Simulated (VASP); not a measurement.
# TiSi (Fm-3m) in VASP: a series of runs

TiSi is run at these levels: r2SCAN; tasks: relaxation of cell and atoms.

Everything below comes from runs of VASP 6.6.1. Logs are shortened: lines on timing, memory, paths and dates and some standing lists are left out, and cuts for length are marked.

## 1. The cell of the first run

It takes space group Fm-3m (No. 225, cubic). The conventional cell has a = 4.747 Å, b = 4.747 Å, c = 4.747 Å, α = 90.00°, β = 90.00°, γ = 90.00°. Ti (site symmetry m-3m) has 6 Si at 2.37 Å within 3.1 Å. Within 3.1 Å of Si (site symmetry m-3m) lie 6 Ti at 2.37 Å.

## 2. Relaxation of cell and atoms, r2SCAN

Contents of POSCAR:

```
TiSi
1.0
    0.0000000000      2.3732924536      2.3732924536
    2.3732924536      0.0000000000      2.3732924536
    2.3732924536      2.3732924536      0.0000000000
Ti Si
1 1
Direct
    0.0000000000      0.0000000000      0.0000000000
    0.5000000000      0.5000000000      0.5000000000
```

Contents of INCAR.step1:

```
PREC = Accurate ; ENCUT = 600
ISMEAR = 0 ; SIGMA = 0.1
LREAL = F ; LASPH = T
NELM = 60 ; GGA = PE
ALGO = Normal ; EDIFF = 1E-4
LWAVE = T ; LCHARG = F
```

Contents of INCAR.step2:

```
PREC = Accurate ; ENCUT = 600
EDIFF = 1E-6 ; ISMEAR = 0
SIGMA = 0.1 ; LREAL = F
LASPH = T ; NELM = 60
ALGO = Normal ; ISIF = 3
LWAVE = F ; LCHARG = F
METAGGA = R2SCAN ; LMIXTAU = T
IBRION = 2 ; NSW = 80
EDIFFG = -0.05 ; ISTART = 1
```

Contents of KPOINTS:

```
Automatic mesh
0
Gamma
  8 8 8
```

Potentials or basis: VASP PAW PBE potentials, release 64 (Ti_sv, Si).

Command:

```
cat potpaw_PBE.64/Ti_sv/POTCAR potpaw_PBE.64/Si/POTCAR > POTCAR
cp INCAR.step1 INCAR
mpirun -np 1 vasp_std > vasp.out
cp INCAR.step2 INCAR
mpirun -np 1 vasp_std > vasp.out
```

OUTCAR:

```text
PREC = Accurate
   ENCUT = 600
   EDIFF = 1E-6
   ISMEAR = 0
   LREAL = F
   LASPH = T
   NELM = 60
   ISIF = 3
   METAGGA = R2SCAN
   IBRION = 2
   NSW = 80
   EDIFFG = -0.05
   ISTART = 1

 ion  position               nearest neighbor table
   1  0.000  0.000  0.000-   2 2.37   2 2.37   2 2.37   2 2.37   2 2.37   2 2.37
   2  0.500  0.500  0.500-   1 2.37   1 2.37   1 2.37   1 2.37   1 2.37   1 2.37

  LATTYP: Found a face centered cubic cell.
 ALAT       =     4.7465849072

  Lattice vectors:

 A1 = (   0.0000000000,   2.3732924536,   2.3732924536)
 A2 = (   2.3732924536,   0.0000000000,   2.3732924536)
 A3 = (   2.3732924536,   2.3732924536,   0.0000000000)

Analysis of symmetry for initial positions (statically):
=====================================================================
 Subroutine PRICEL returns:
 Original cell was already a primitive cell.

 Routine SETGRP: Setting up the symmetry group for a
 face centered cubic supercell.

 Subroutine GETGRP returns: Found 48 space group operations
 (whereof 48 operations were pure point group operations)
 out of a pool of 48 trial point group operations.

The static configuration has the point symmetry O_h .

Analysis of symmetry for dynamics (positions and initial velocities):
=====================================================================
 Subroutine PRICEL returns:
 Original cell was already a primitive cell.

 Routine SETGRP: Setting up the symmetry group for a
 face centered cubic supercell.

 Subroutine GETGRP returns: Found 48 space group operations
 (whereof 48 operations were pure point group operations)
 out of a pool of 48 trial point group operations.

The dynamic configuration has the point symmetry O_h .

 Subroutine INISYM returns: Found 48 space group operations
 (whereof 48 operations are pure point group operations),
 and found     1 'primitive' translations

----------------------------------------------------------------------------------------

                                     Primitive cell

  volume of cell :      26.7352

  direct lattice vectors                    reciprocal lattice vectors
     0.000000000  2.373292454  2.373292454    -0.210677786  0.210677786  0.210677786
     2.373292454  0.000000000  2.373292454     0.210677786 -0.210677786  0.210677786
     2.373292454  2.373292454  0.000000000     0.210677786  0.210677786 -0.210677786

  length of vectors
     3.356342375  3.356342375  3.356342375     0.364904630  0.364904630  0.364904630

  position of ions in fractional coordinates (direct lattice)
     0.000000000  0.000000000  0.000000000
     0.500000000  0.500000000  0.500000000

  ion indices of the primitive-cell ions
   primitive index   ion index
                 1           1
                 2           2

----------------------------------------------------------------------------------------

 KPOINTS: Automatic mesh

Automatic generation of k-mesh.
 Grid dimensions read from file:
 generate k-points for:    8    8    8

 Generating k-lattice:

  Cartesian coordinates                     Fractional coordinates (reciprocal lattice)
    -0.026334723  0.026334723  0.026334723     0.125000000  0.000000000  0.000000000
     0.026334723 -0.026334723  0.026334723     0.000000000  0.125000000  0.000000000
     0.026334723  0.026334723 -0.026334723     0.000000000  0.000000000  0.125000000

  Length of vectors
     0.045613079  0.045613079  0.045613079

  Shift w.r.t. Gamma in fractional coordinates (k-lattice)
     0.000000000  0.000000000  0.000000000

 Subroutine IBZKPT returns following result:
 ===========================================

 Found     29 irreducible k-points:

 Following reciprocal coordinates:
            Coordinates               Weight
  0.000000  0.000000  0.000000      1.000000
  0.125000  0.000000  0.000000      8.000000
  0.250000  0.000000  0.000000      8.000000
  0.375000  0.000000  0.000000      8.000000
  0.500000  0.000000  0.000000      4.000000
  0.125000  0.125000  0.000000      6.000000
[... 16 lines left out ...]
  0.500000  0.250000  0.125000     48.000000
 -0.375000  0.250000  0.125000     24.000000
 [... further k-points ...]
   k-points           NKPTS =     29   k-points in BZ     NKDIM =     29   number of bands    NBANDS=     12
   number of dos      NEDOS =    301   number of ions     NIONS =      2
   total plane-waves  NPLWV =  21952
   dimension x,y,z NGX =    28 NGY =   28 NGZ =   28
   dimension x,y,z NGXF=    56 NGYF=   56 NGZF=   56
   ions per type =               1   1
   NGX,Y,Z   is equivalent  to a cutoff of  13.87, 13.87, 13.87 a.u.
   NGXF,Y,Z  is equivalent  to a cutoff of  27.74, 27.74, 27.74 a.u.
 SYSTEM =  unknown system
   PREC   = accura    normal or accurate (medium, high low for compatibility)
   ISTART =      1    job   : 0-new  1-cont  2-samecut
   ICHARG =      0    charge: 1-file 2-atom 10-const
   ISPIN  =      1    spin polarized calculation?
   LNONCOLLINEAR =      F non collinear calculations
   LSORBIT =      F    spin-orbit coupling
   LASPH  =      T    aspherical Exc in radial PAW
   ENCUT  =  600.0 eV  44.10 Ry    6.64 a.u.   6.70  6.70  6.70*2*pi/ulx,y,z
   NELM   =     60;   NELMIN=  2; NELMDL=  0     # of ELM steps
   EDIFF  = 0.1E-05   stopping-criterion for ELM
   LREAL  =      F    real-space projection
   EDIFFG = -.5E-01   stopping-criterion for IOM
   NSW    =     80    number of steps for IOM
   IBRION =      2    ionic relax: 0-MD 1-quasi-New 2-CG
   NFREE  =      1    steps in history (QN), initial steepest desc. (CG)
   ISIF   =      3    stress and relaxation
   ISYM   =      2    0-nonsym 1-usesym 2-fastsym
   POTIM  = 0.5000    time-step for ionic-motion
   TEBEG  =    0.0;   TEEND  =   0.0 temperature during run
   PSTRESS=    0.0 pullay stress
   NELECT =      16.0000    total number of electrons
   NUPDOWN=      -1.0000    fix difference up-down
   EMIN   =  10.00;   EMAX   =-10.00  energy-range for DOS
   EFERMI =   0.00;   METHOD = LEGACY
   ISMEAR =     0;   SIGMA  =   0.10  broadening in eV -4-tet -1-fermi 0-gaus
   EFERMI_NEDOS =   21; number of points for ismear=-14 and -15
   IALGO  =     38    algorithm
   IMIX   =      4    mixing-type and parameters
     AMIX     =   0.40;   BMIX     =  1.00
     AMIX_MAG =   1.60;   BMIX_MAG =  1.00
  volume/ion in A,a.u.               =      13.37        90.21
  Fermi-wavevector in a.u.,A,eV,Ry     =   1.379601  2.607068 25.895962  1.903300
  Thomas-Fermi vector in A             =   2.504556
   LORBIT       =      0    0 simple, 1 ext, 2 COOP (PROOUT), +10 PAW based schemes
   METAGGA = R2SCAN    functional components
   LHFCALC =     F    Hartree Fock is set to
   AEXX    =    0.0000 exact exchange contribution
   IVDW    =     0    specifies the selected vdW correction
   LEPSILON=     F    determine dielectric tensor
   LRPA    =     F    only Hartree local field effects (RPA)
 conjugate gradient relaxation of ions
 non-spin polarized calculation
 Gauss-broadening in eV      SIGMA  =   0.10
  energy-cutoff  :      600.00
  volume of cell :       26.74
 maximum number of plane-waves:       911
   NGX = 13   NGY = 13   NGZ = 13

--------------------------------------- Ionic step        1  -------------------------------------------

 number of electron      16.0000001 magnetization

 Free energy of the ion-electron system (eV)
  ---------------------------------------------------
  ext. energy  EPLUGINS =         0.00000000
  ---------------------------------------------------
  free energy    TOTEN  =       -22.04899205 eV

  energy without entropy =      -22.04767431  energy(sigma->0) =      -22.04833318

 E-fermi :  10.7732     XC(G=0): -12.9262

 val. band max:       10.7207455488   @ k =   0.0000   0.0000   0.0000
 cond. band min:      11.0587780625   @ k =   0.0000   0.0000   0.0000
 fundamental gap:      0.3380325137
 Fermi energy:        10.7731979035

 k-point     1 :       0.0000    0.0000    0.0000
  band No.  band energies     occupation
      1     -47.8272      2.00000
      2     -23.0588      2.00000
      3     -23.0587      2.00000
      4     -23.0587      2.00000
      5      -1.0897      2.00000
      6      10.7207      1.54187
      7      10.7207      1.54185
      8      10.7207      1.54178
      9      11.0588      0.00005
     10      11.0588      0.00005
     11      15.2008      0.00000
     12      15.2008      0.00000

 k-point     2 :       0.1250    0.0000    0.0000
  band No.  band energies     occupation
      1     -47.8230      2.00000
      2     -23.0968      2.00000
      3     -23.0633      2.00000
      4     -23.0633      2.00000
      5      -0.7372      2.00000
      6      10.0188      2.00000
      7      10.3850      2.00000
      8      10.3850      2.00000
      9      11.0727      0.00002
     10      11.0728      0.00002
     11      14.8446      0.00000
     12      16.0787      0.00000
[... 415 lines left out ...]
 VOLUME and BASIS-vectors are now :
 -----------------------------------------------------------------------------
  energy-cutoff  :      600.00
  volume of cell :       33.17
      direct lattice vectors                 reciprocal lattice vectors
    -0.000000000  2.550087402  2.550087402    -0.196071711  0.196071711  0.196071711
     2.550087402 -0.000000000  2.550087402     0.196071711 -0.196071711  0.196071711
     2.550087402  2.550087402 -0.000000000     0.196071711  0.196071711 -0.196071711

 POSITION                                       TOTAL-FORCE (eV/Angst)
 -----------------------------------------------------------------------------------
      0.00000     -0.00000      0.00000        -0.000000      0.000000     -0.000000
      2.55009      2.55009      2.55009         0.000000     -0.000000      0.000000
 -----------------------------------------------------------------------------------
    total drift:                               -0.000000      0.000000      0.000000

  FREE ENERGIE OF THE ION-ELECTRON SYSTEM (eV)
  ---------------------------------------------------
  free  energy   TOTEN  =       -22.6526224684 eV

  energy  without entropy=      -22.6497783478  energy(sigma->0) =      -22.65120041

--------------------------------------- Ionic step        4  -------------------------------------------

 number of electron      15.9999996 magnetization

 Free energy of the ion-electron system (eV)
  ---------------------------------------------------
  ext. energy  EPLUGINS =         0.00000000
  ---------------------------------------------------
  free energy    TOTEN  =       -22.65297212 eV

  energy without entropy =      -22.65015820  energy(sigma->0) =      -22.65156516

 E-fermi :   8.3280     XC(G=0): -11.8237

 val. band max:        8.3077245722   @ k =   0.1250   0.1250   0.0000
 cond. band min:       8.3457812519   @ k =   0.3750   0.3750   0.0000
 fundamental gap:      0.0380566797
 Fermi energy:         8.3279677744

 k-point     1 :       0.0000    0.0000    0.0000
  band No.  band energies     occupation
      1     -50.9582      2.00000
      2     -26.1586      2.00000
      3     -26.1586      2.00000
      4     -26.1586      2.00000
      5      -2.5110      2.00000
      6       8.4549      0.07257
      7       8.4549      0.07256
      8       8.4549      0.07255
      9       8.5364      0.00320
     10       8.5364      0.00320
     11      11.6482      0.00000
     12      11.6483      0.00000

 k-point     2 :       0.1250    0.0000    0.0000
  band No.  band energies     occupation
      1     -50.9568      2.00000
      2     -26.1740      2.00000
      3     -26.1606      2.00000
      4     -26.1606      2.00000
      5      -2.2263      2.00000
      6       7.8224      2.00000
      7       7.9935      2.00000
      8       7.9935      2.00000
      9       8.6686      0.00000
     10       8.6686      0.00000
     11      11.2763      0.00000
     12      12.3842      0.00000
[... 343 lines left out ...]
 VOLUME and BASIS-vectors are now :
 -----------------------------------------------------------------------------
  energy-cutoff  :      600.00
  volume of cell :       33.02
      direct lattice vectors                 reciprocal lattice vectors
    -0.000000000  2.546415606  2.546415606    -0.196354436  0.196354436  0.196354436
     2.546415606 -0.000000000  2.546415606     0.196354436 -0.196354436  0.196354436
     2.546415606  2.546415606 -0.000000000     0.196354436  0.196354436 -0.196354436

 POSITION                                       TOTAL-FORCE (eV/Angst)
 -----------------------------------------------------------------------------------
      0.00000      0.00000      0.00000         0.000000      0.000000     -0.000000
      2.54642      2.54642      2.54642        -0.000000     -0.000000      0.000000
 -----------------------------------------------------------------------------------
    total drift:                               -0.000000      0.000000      0.000000

  FREE ENERGIE OF THE ION-ELECTRON SYSTEM (eV)
  ---------------------------------------------------
  free  energy   TOTEN  =       -22.6529721184 eV

  energy  without entropy=      -22.6501582040  energy(sigma->0) =      -22.65156516

 reached required accuracy - stopping structural energy minimisation
```

Run time: 4 min. Hardware: 1 thread of Intel Xeon Platinum 8259CL at 2.50GHz (Skylake/Cascade Lake), shared host; peak memory 0.17 GiB.

Results:

* Free energy: -22.6530 eV
* Relaxed volume: 16.51 Å³/atom
* Relaxed cell: a = 3.601 Å, b = 3.601 Å, c = 3.601 Å, α = 60.00°, β = 60.00°, γ = 60.00°
* Space group after relaxing (to 0.1 Å): Fm-3m (No. 225)
* Energy gained by relaxing: 302.0 meV/atom
* Ionic steps: 4
* Pressure after relaxing: -0.2 GPa
* Band gap on the k mesh: zero (bands 8 and 9 overlap by 0.36 eV)

The path:
```csv
step,energy change (eV),largest force (eV/Å),pressure (GPa),volume (Å³)
1,0.0000,0.0000,36.62,26.74
2,-0.1638,0.0000,-16.30,40.38
3,-0.6036,0.0000,-0.63,33.17
4,-0.6040,0.0000,-0.19,33.02
```

Final structure:
```
Ti Si
1.0
     0.00000    2.54642    2.54642
     2.54642    0.00000    2.54642
     2.54642    2.54642    0.00000
Ti Si
1 1
Cartesian
  0.0000 0.0000 0.0000
  2.5464 2.5464 2.5464
```

Caveat: the volume moved by over 15 % at a fixed basis, so the end points are rough; the PAW data sets were made with another functional, which shifts forces and pressure a little.

## 3. Relaxation of cell and atoms, r2SCAN

This run uses another cell than the first one, of 16.44 Å³/atom.

Contents of POSCAR:

```
TiSi
1.0
    0.0000000000      2.5426168462      2.5426168462
    2.5426168462      0.0000000000      2.5426168462
    2.5426168462      2.5426168462      0.0000000000
Ti Si
1 1
Direct
    0.0000000000      0.0000000000      0.0000000000
    0.5000000000      0.5000000000      0.5000000000
```

Contents of INCAR.step1:

```
PREC     = Accurate       # precision mode
ENCUT    = 600            # plane-wave cutoff, eV
ISMEAR   = 0              # smearing method
SIGMA    = 0.1            # smearing width, eV
LREAL    = False          # projectors in reciprocal space
LASPH    = True           # aspherical terms in the spheres
NELM     = 80             # most SCF steps
GGA      = PE             # functional
ALGO     = Normal         # electronic algorithm
EDIFF    = 1E-4           # SCF threshold, eV
LWAVE    = True           # write WAVECAR
LCHARG   = False          # write CHGCAR
```

Contents of INCAR.step2:

```
PREC     = Accurate       # precision mode
ENCUT    = 600            # plane-wave cutoff, eV
EDIFF    = 1E-6           # SCF threshold, eV
ISMEAR   = 0              # smearing method
SIGMA    = 0.1            # smearing width, eV
LREAL    = False          # projectors in reciprocal space
LASPH    = True           # aspherical terms in the spheres
NELM     = 80             # most SCF steps
ALGO     = Normal         # electronic algorithm
ISIF     = 3              # what is computed and relaxed
LWAVE    = False          # write WAVECAR
LCHARG   = False          # write CHGCAR
METAGGA  = R2SCAN         # meta-GGA
LMIXTAU  = True         
IBRION   = 2              # ionic algorithm
NSW      = 80             # ionic steps
EDIFFG   = -0.01          # ionic threshold
ISTART   = 1
```

Contents of KPOINTS:

```
regular mesh
0
Gamma
  14 14 14
```

Potentials or basis: VASP PAW PBE potentials, release 64 (Ti_sv, Si).

Command:

```
cat potpaw_PBE.64/Ti_sv/POTCAR potpaw_PBE.64/Si/POTCAR > POTCAR
cp INCAR.step1 INCAR
mpirun -np 1 vasp_std > vasp.out
cp INCAR.step2 INCAR
mpirun -np 1 vasp_std > vasp.out
```

It took 8.6 min on 1 thread of Intel Xeon Platinum 8259CL at 2.50GHz (Skylake/Cascade Lake), shared host; peak memory 0.22 GiB.

It converged, with:

```
Free energy                           : -22.6586 eV
Relaxed volume                        : 16.50 Å³/atom
Relaxed cell                          : a = 3.601 Å, b = 3.601 Å, c = 3.601 Å, α = 60.00°, β = 60.00°, γ = 60.00°
Space group after relaxing (to 0.1 Å) : Fm-3m (No. 225)
Energy gained by relaxing             : 0.1 meV/atom
Ionic steps                           : 3
Pressure after relaxing               : 0.0 GPa
Band gap on the k mesh                : zero (bands 8 and 9 overlap by 0.35 eV)
```

Step by step:
| step | energy change (eV) | largest force (eV/Å) | pressure (GPa) | volume (Å³) |
| --- | --- | --- | --- | --- |
| 1 | 0.0000 | 0.0000 | 0.48 | 32.88 |
| 2 | -0.0001 | 0.0000 | -0.29 | 33.11 |
| 3 | -0.0002 | 0.0000 | -0.03 | 33.01 |

Final structure:
```
CELL_PARAMETERS angstrom
0.00000 2.54604 2.54604
2.54604 0.00000 2.54604
2.54604 2.54604 0.00000
ATOMIC_POSITIONS crystal
Ti 0.00000 0.00000 0.00000
Si 0.50000 0.50000 0.50000
```

Levels at points of the mesh, in eV from the Fermi level:
| k point | band 4 | band 5 | band 6 | band 7 | band 8 | band 9 | band 10 | band 11 | band 12 |
| --- | --- | --- | --- | --- | --- | --- | --- | --- | --- |
| (0.00, 0.00, 0.00) | -34.49 | -10.84 | 0.12 | 0.12 | 0.12 | 0.20 | 0.20 | 3.32 | 3.32 |
| (0.50, 0.00, 0.00) | -34.51 | -7.53 | -5.39 | -1.97 | -1.97 | 1.89 | 1.89 | 2.73 | 5.76 |
| (0.50, 0.50, 0.00) | -34.53 | -7.71 | -3.89 | -1.63 | 0.22 | 0.22 | 0.95 | 2.34 | 2.34 |

Caveat: the PAW data sets were made with another functional, which shifts forces and pressure a little.

The gap in the log of VASP goes by the Fermi energy; the results here count the filled bands.